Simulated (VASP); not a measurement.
The system is BiPbCl5.

```xyz
7
Lattice="4.4662 -0.0022 -0.0444 -0.0539 6.1478 -0.0254 -0.0980 -0.4663 9.0180" Properties=species:S:1:pos:R:3 pbc="T T T"
Bi   -0.2561    4.8044    4.4051
Pb    2.2504    4.4378    8.5909
Cl    4.3649    2.2544    3.1666
Cl    4.3003    3.0553    6.7636
Cl    2.1999    4.9689    2.5930
Cl    2.2986   -0.2265    5.8880
Cl   -0.1560    0.1168    8.9297
```

- Program: VASP 6.6.1
- Task: relaxation of cell and atoms
- Functional: PBE
- Potentials or basis: VASP PAW PBE potentials, release 64 (Bi_d, Pb_d, Cl)
- Cutoff: 600 eV
- k mesh: 4 × 2 × 2
- Occupations: gaussian, width 0.1 eV
- Spin: no spin polarisation

At the start: pressure -2.4 GPa; volume 35.36 Å³/atom.

How do energy, volume and symmetry change on relaxing?

Over 28 steps the energy falls by 86.0 meV/atom and the volume is 34.35 Å³/atom (-2.9 %); space group P1 (No. 1, to 0.1 Å) before, Pm (No. 6, to 0.1 Å).

The path:
```tsv
step	energy change (eV)	largest force (eV/Å)	pressure (GPa)	volume (Å³)
1	0.0000	1.4439	-2.42	247.53
2	-0.3613	0.9376	0.33	228.82
3	-0.3683	0.8233	0.89	226.06
4	-0.4657	0.3807	0.59	227.65
5	-0.4812	0.6383	0.53	228.59
6	-0.5201	0.3024	-0.52	233.33
7	-0.5202	0.3009	-0.47	233.10
8	-0.5469	0.2782	-0.14	231.34
9	-0.5604	0.3009	0.37	228.97
10	-0.5789	0.1722	0.21	231.07
11	-0.5813	0.2124	0.15	232.15
12	-0.5882	0.1255	-0.16	234.55
13	-0.5886	0.1137	-0.26	235.31
14	-0.5932	0.0790	-0.01	234.70
15	-0.5935	0.1185	0.07	234.52
16	-0.5963	0.0747	0.08	234.84
17	-0.5983	0.0526	0.12	235.39
18	-0.5994	0.0501	-0.06	237.12
19	-0.5994	0.0510	-0.06	237.16
20	-0.6002	0.0571	0.02	237.55
21	-0.6002	0.0637	0.03	237.58
22	-0.6009	0.0342	0.03	238.30
23	-0.6009	0.0364	0.03	238.40
24	-0.6013	0.0306	0.00	239.17
25	-0.6014	0.0385	-0.02	239.75
26	-0.6016	0.0403	0.05	239.99
27	-0.6016	0.0306	0.04	239.94
28	-0.6019	0.0205	0.02	240.43
```

Final structure:
```
CELL_PARAMETERS angstrom
4.35209 0.00227 -0.00762
-0.04607 6.06400 0.02039
-0.02680 -0.38660 9.10898
ATOMIC_POSITIONS crystal
Bi 0.99745 0.78157 0.48864
Pb 0.50370 0.81057 0.92998
Cl 0.99201 0.39912 0.37736
Cl 0.99934 0.56676 0.74424
Cl 0.49729 0.85448 0.30004
Cl 0.50354 0.00756 0.66090
Cl 0.00667 0.07994 0.99884
```

Caveat: the k points lie up to 0.52 Å⁻¹ apart in the final cell.
